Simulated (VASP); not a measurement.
# HfC (Cm) in VASP: single point with PBE

Aim: the single point of HfC with PBE.

Program: VASP 6.6.1. These are calculated values, not measurements. Logs are shortened: lines on timing, memory, paths and dates and some standing lists are left out, and cuts for length are marked.

**1. The cell of the first run**

Symmetry: Cm, No. 8, monoclinic system. Conventional cell: a = 4.650 Å, b = 4.650 Å, c = 3.288 Å, α = 90.00°, β = 135.00°, γ = 90.00°. Within 2.8 Å of Hf (site symmetry m) lie 6 C at 2.13 to 2.53 Å. Within 2.8 Å of C (site symmetry m) lie 6 Hf at 2.13 to 2.53 Å.

**2. Single point, PBE (atom 1 (Hf) moved by (-0.200, -0.100) A along x and z)**

File INCAR:

```
  PREC = Accurate
  ENCUT = 600
  EDIFF = 1E-6
  ISMEAR = 0
  SIGMA = 0.15
  LREAL = False
  LASPH = True
  NELM = 120
  ALGO = Normal
  ISIF = 2
  LWAVE = False
  LCHARG = False
  GGA = PE
  NBANDS = 14
  GGA_COMPAT = False
```

File KPOINTS:

```
Automatic mesh
0
Gamma
  18 18 18
```

File POSCAR:

```
HfC
1.0
    0.0000000000      2.3250000000      2.3250000000
    2.3250000000      0.0000000000      2.3250000000
    2.3250000000      2.3250000000      0.0000000000
Hf C
1 1
Direct
    0.5215053763      0.4354838710      0.4784946237
    0.0000000000      0.0000000000      0.0000000000
```

Potentials or basis: VASP PAW PBE potentials, release 64 (Hf_pv, C).

Launch:

```
$ cat potpaw_PBE.64/Hf_pv/POTCAR potpaw_PBE.64/C/POTCAR > POTCAR
$ mpirun -np 1 vasp_std > vasp.out
```

OUTCAR:

```text
PREC = Accurate
   ENCUT = 600
   EDIFF = 1E-6
   ISMEAR = 0
   LREAL = False
   LASPH = True
   NELM = 120
   ISIF = 2
   GGA = PE

 ion  position               nearest neighbor table
   1  0.522  0.435  0.478-   2 2.13   2 2.23   2 2.34   2 2.34   2 2.43   2 2.53
   2  0.000  0.000  0.000-   1 2.13   1 2.23   1 2.34   1 2.34   1 2.43   1 2.53

  LATTYP: Found a face centered cubic cell.
 ALAT       =     4.6500000000

  Lattice vectors:

 A1 = (   0.0000000000,   2.3250000000,   2.3250000000)
 A2 = (   2.3250000000,   0.0000000000,   2.3250000000)
 A3 = (   2.3250000000,   2.3250000000,   0.0000000000)

Analysis of symmetry for initial positions (statically):
=====================================================================
 Subroutine PRICEL returns:
 Original cell was already a primitive cell.

 Routine SETGRP: Setting up the symmetry group for a
 face centered cubic supercell.

 Subroutine GETGRP returns: Found  2 space group operations
 (whereof  2 operations were pure point group operations)
 out of a pool of 48 trial point group operations.

The static configuration has the point symmetry C_1h.

Analysis of symmetry for dynamics (positions and initial velocities):
=====================================================================
 Subroutine PRICEL returns:
 Original cell was already a primitive cell.

 Routine SETGRP: Setting up the symmetry group for a
 face centered cubic supercell.

 Subroutine GETGRP returns: Found  2 space group operations
 (whereof  2 operations were pure point group operations)
 out of a pool of 48 trial point group operations.

The dynamic configuration has the point symmetry C_1h.

 Subroutine INISYM returns: Found  2 space group operations
 (whereof  2 operations are pure point group operations),
 and found     1 'primitive' translations

----------------------------------------------------------------------------------------

                                     Primitive cell

  volume of cell :      25.1362

  direct lattice vectors                    reciprocal lattice vectors
     0.000000000  2.325000000  2.325000000    -0.215053763  0.215053763  0.215053763
     2.325000000  0.000000000  2.325000000     0.215053763 -0.215053763  0.215053763
     2.325000000  2.325000000  0.000000000     0.215053763  0.215053763 -0.215053763

  length of vectors
     3.288046533  3.288046533  3.288046533     0.372484045  0.372484045  0.372484045

  position of ions in fractional coordinates (direct lattice)
     0.521505376  0.435483871  0.478494624
     0.000000000  0.000000000  0.000000000

  ion indices of the primitive-cell ions
   primitive index   ion index
                 1           1
                 2           2

----------------------------------------------------------------------------------------

 KPOINTS: Automatic mesh

Automatic generation of k-mesh.
 Grid dimensions read from file:
 generate k-points for:   18   18   18

 Generating k-lattice:

  Cartesian coordinates                     Fractional coordinates (reciprocal lattice)
    -0.011947431  0.011947431  0.011947431     0.055555556  0.000000000  0.000000000
     0.011947431 -0.011947431  0.011947431     0.000000000  0.055555556  0.000000000
     0.011947431  0.011947431 -0.011947431     0.000000000  0.000000000  0.055555556

  Length of vectors
     0.020693558  0.020693558  0.020693558

  Shift w.r.t. Gamma in fractional coordinates (k-lattice)
     0.000000000  0.000000000  0.000000000

 Subroutine IBZKPT returns following result:
 ===========================================

 Found   1550 irreducible k-points:

 Following reciprocal coordinates:
            Coordinates               Weight
  0.000000  0.000000  0.000000      1.000000
  0.055556  0.000000  0.000000      4.000000
  0.000000  0.055556  0.000000      4.000000
  0.111111  0.000000  0.000000      4.000000
  0.000000  0.111111  0.000000      4.000000
  0.166667  0.000000  0.000000      4.000000
[... 16 lines left out ...]
  0.111111  0.055556  0.000000      4.000000
  0.000000  0.111111  0.055556      4.000000
 [... further k-points ...]
   k-points           NKPTS =   1550   k-points in BZ     NKDIM =   1550   number of bands    NBANDS=     14
   number of dos      NEDOS =    301   number of ions     NIONS =      2
   total plane-waves  NPLWV =  21952
   dimension x,y,z NGX =    28 NGY =   28 NGZ =   28
   dimension x,y,z NGXF=    56 NGYF=   56 NGZF=   56
   ions per type =               1   1
   NGX,Y,Z   is equivalent  to a cutoff of  14.16, 14.16, 14.16 a.u.
   NGXF,Y,Z  is equivalent  to a cutoff of  28.31, 28.31, 28.31 a.u.
 SYSTEM =  unknown system
   PREC   = accura    normal or accurate (medium, high low for compatibility)
   ISTART =      0    job   : 0-new  1-cont  2-samecut
   ICHARG =      2    charge: 1-file 2-atom 10-const
   ISPIN  =      1    spin polarized calculation?
   LNONCOLLINEAR =      F non collinear calculations
   LSORBIT =      F    spin-orbit coupling
   LASPH  =      T    aspherical Exc in radial PAW
   ENCUT  =  600.0 eV  44.10 Ry    6.64 a.u.   6.57  6.57  6.57*2*pi/ulx,y,z
   NELM   =    120;   NELMIN=  2; NELMDL= -5     # of ELM steps
   EDIFF  = 0.1E-05   stopping-criterion for ELM
   LREAL  =      F    real-space projection
   EDIFFG = 0.1E-04   stopping-criterion for IOM
   NSW    =      0    number of steps for IOM
   IBRION =     -1    ionic relax: 0-MD 1-quasi-New 2-CG
   NFREE  =      0    steps in history (QN), initial steepest desc. (CG)
   ISIF   =      2    stress and relaxation
   ISYM   =      2    0-nonsym 1-usesym 2-fastsym
   POTIM  = 0.5000    time-step for ionic-motion
   TEBEG  =    0.0;   TEEND  =   0.0 temperature during run
   PSTRESS=    0.0 pullay stress
   NELECT =      14.0000    total number of electrons
   NUPDOWN=      -1.0000    fix difference up-down
   EMIN   =  10.00;   EMAX   =-10.00  energy-range for DOS
   EFERMI =   0.00;   METHOD = LEGACY
   ISMEAR =     0;   SIGMA  =   0.15  broadening in eV -4-tet -1-fermi 0-gaus
   EFERMI_NEDOS =   21; number of points for ismear=-14 and -15
   IALGO  =     38    algorithm
   IMIX   =      4    mixing-type and parameters
     AMIX     =   0.40;   BMIX     =  1.00
     AMIX_MAG =   1.60;   BMIX_MAG =  1.00
  volume/ion in A,a.u.               =      12.57        84.81
  Fermi-wavevector in a.u.,A,eV,Ry     =   1.346949  2.545365 24.684672  1.814272
  Thomas-Fermi vector in A             =   2.474740
   LORBIT       =      0    0 simple, 1 ext, 2 COOP (PROOUT), +10 PAW based schemes
   GGA     = PE    functional components
   LHFCALC =     F    Hartree Fock is set to
   AEXX    =    0.0000 exact exchange contribution
   IVDW    =     0    specifies the selected vdW correction
   LEPSILON=     F    determine dielectric tensor
   LRPA    =     F    only Hartree local field effects (RPA)
 non-spin polarized calculation
 Gauss-broadening in eV      SIGMA  =   0.15
  energy-cutoff  :      600.00
  volume of cell :       25.14
 maximum number of plane-waves:       872
   NGX = 13   NGY = 13   NGZ = 13

 number of electron      14.0000000 magnetization

 Free energy of the ion-electron system (eV)
  ---------------------------------------------------
  ext. energy  EPLUGINS =         0.00000000
  ---------------------------------------------------
  free energy    TOTEN  =       -20.86168526 eV

  energy without entropy =      -20.86034405  energy(sigma->0) =      -20.86101465

 E-fermi :   6.0493     XC(G=0): -12.2635

 val. band max:        6.0037645150   @ k =  -0.1667  -0.0556  -0.0556
 cond. band min:       6.0548520479   @ k =   0.1111   0.0000   0.0000
 fundamental gap:      0.0510875329
 Fermi energy:         6.0493030254

 k-point     1 :       0.0000    0.0000    0.0000
  band No.  band energies     occupation
      1     -23.6191      2.00000
      2     -23.6191      2.00000
      3     -23.6119      2.00000
      4      -6.3209      2.00000
      5       5.7497      1.99526
      6       5.8356      1.95605
      7       6.1825      0.20936
      8       7.3298      0.00000
      9       8.4436      0.00000
     10       8.6413      0.00000
     11       9.6841      0.00000
     12      10.4642      0.00000
     13      12.6697      0.00000
     14      16.8487      0.00000

 k-point     2 :       0.0556    0.0000    0.0000
  band No.  band energies     occupation
      1     -23.6384      2.00000
      2     -23.6205      2.00000
      3     -23.6179      2.00000
      4      -6.2424      2.00000
      5       5.3335      2.00000
      6       5.7744      1.99046
      7       6.2629      0.04400
      8       7.3459      0.00000
      9       8.2299      0.00000
     10       8.5151      0.00000
     11      10.1200      0.00000
     12      10.8614      0.00000
     13      12.8547      0.00000
     14      17.0688      0.00000

 k-point     3 :       0.0000    0.0556    0.0000
  band No.  band energies     occupation
      1     -23.6412      2.00000
      2     -23.6209      2.00000
      3     -23.6141      2.00000
      4      -6.2437      2.00000
      5       5.3902      2.00000
      6       5.7853      1.98718
      7       6.0645      0.88586
      8       7.4153      0.00000
      9       8.3225      0.00000
     10       8.5585      0.00000
     11      10.1321      0.00000
     12      10.7622      0.00000
     13      12.8678      0.00000
     14      17.0731      0.00000

 k-point     4 :       0.1111    0.0000    0.0000
  band No.  band energies     occupation
      1     -23.7011      2.00000
      2     -23.6267      2.00000
      3     -23.6249      2.00000
      4      -6.0123      2.00000
      5       4.6503      2.00000
      6       5.4368      2.00000
      7       6.0549      0.95828
      8       7.4397      0.00000
      9       8.0614      0.00000
     10       8.4941      0.00000
     11      11.0192      0.00000
     12      11.6829      0.00000
     13      13.3462      0.00000
     14      17.6932      0.00000

 k-point     5 :       0.0000    0.1111    0.0000
  band No.  band energies     occupation
      1     -23.7035      2.00000
      2     -23.6271      2.00000
      3     -23.6203      2.00000
      4      -6.0172      2.00000
      5       4.7427      2.00000
      6       5.4077      2.00000
      7       5.6844      1.99942
      8       7.6600      0.00000
      9       8.1910      0.00000
     10       8.6120      0.00000
     11      11.0199      0.00000
[... 276 lines left out ...]
 k-point    22 :       0.0556    0.0000    0.0556
  band No.  band energies     occupation
      1     -23.6416      2.00000
      2     -23.6246      2.00000
      3     -23.6190      2.00000
      4      -6.2188      2.00000
      5       5.1861      2.00000
      6       5.7929      1.98436
      7       6.2227      0.10213
      8       7.5310      0.00000
      9       7.9920      0.00000
     10       8.5749      0.00000
     11      10.2250      0.00000
     12      10.9330      0.00000
     13      12.9384      0.00000
     14      17.1438      0.00000

 k-point    23 :       0.1111    0.0556    0.0000
  band No.  band energies     occupation
      1     -23.6827      2.00000
      2     -23.6338      2.00000
      3     -23.6282      2.00000
      4      -6.0409      2.00000
      5       4.7115      2.00000
      6       5.4257      2.00000
      7       6.2044      0.14360
      8       7.3149      0.00000
      9       7.9668      0.00000
     10       8.8676      0.00000
     11      10.5078      0.00000
     12      11.6777      0.00000
     13      13.4130      0.00000
     14      17.6268      0.00000

 k-point    24 :       0.0000    0.1111    0.0556
  band No.  band energies     occupation
      1     -23.6864      2.00000
      2     -23.6337      2.00000
      3     -23.6238      2.00000
      4      -6.0411      2.00000
      5       4.8736      2.00000
      6       5.4812      2.00000
      7       5.6124      1.99996
      8       7.2581      0.00000
      9       8.6602      0.00000
     10       8.9674      0.00000
     11      10.2697      0.00000
     12      11.4806      0.00000
     13      13.5002      0.00000
     14      17.6378      0.00000

 [... further k-points ...]

------------------------ aborting loop because EDIFF is reached ----------------------------------------

  FORCE on cell =-STRESS in cart. coord.  units (eV):
  Direction    XX          YY          ZZ          XY          YZ          ZX
  --------------------------------------------------------------------------------------
  -------------------------------------------------------------------------------------
  Total        1.8278220     -0.2254848      0.2887549      0.0000000      0.0000000     -0.2870822
  in kB      116.5052822    -14.3723909     18.4052212      0.0000000      0.0000000    -18.2986073
  external PRESSURE =      40.1793708 kB  Pullay stress =       0.0000000 kB

 VOLUME and BASIS-vectors are now :
 -----------------------------------------------------------------------------
  energy-cutoff  :      600.00
  volume of cell :       25.14
      direct lattice vectors                 reciprocal lattice vectors
     0.000000000  2.325000000  2.325000000    -0.215053763  0.215053763  0.215053763
     2.325000000  0.000000000  2.325000000     0.215053763 -0.215053763  0.215053763
     2.325000000  2.325000000  0.000000000     0.215053763  0.215053763 -0.215053763

 POSITION                                       TOTAL-FORCE (eV/Angst)
 -----------------------------------------------------------------------------------
      2.12500      2.32500      2.22500         1.673965      0.000000      0.645360
      0.00000      0.00000      0.00000        -1.673965      0.000000     -0.645360
 -----------------------------------------------------------------------------------
    total drift:                               -0.000377     -0.000000     -0.000151

  FREE ENERGIE OF THE ION-ELECTRON SYSTEM (eV)
  ---------------------------------------------------
  free  energy   TOTEN  =       -20.8616852555 eV

  energy  without entropy=      -20.8603440470  energy(sigma->0) =      -20.86101465
```

It took 4.3 min on 1 thread of Intel Xeon 6975P-C (Granite Rapids), shared host; peak memory 0.77 GiB.

What came out:

- Free energy: -20.8617 eV
- Pressure: 4.0 GPa
- Largest force: 1.794 eV/Å
- Band gap on the k mesh: zero (bands 7 and 8 overlap by 0.43 eV)

Forces on the atoms (eV/Å):
```
Hf   1.674  0.000  0.645
C   -1.674  0.000 -0.645
```

Caveat: the cell differs from its parent crystal (atom 1 (Hf) moved by (-0.200, -0.100) A along x and z); the stress differs along the axes, from -1 to 12 GPa; spin-orbit coupling is left out, which moves the levels of the heavy elements; forces of over 1 eV/Å act on the atoms, so gaps and moduli don't describe the material at rest.

The gap in the log of VASP goes by the Fermi energy; the results here count the filled bands.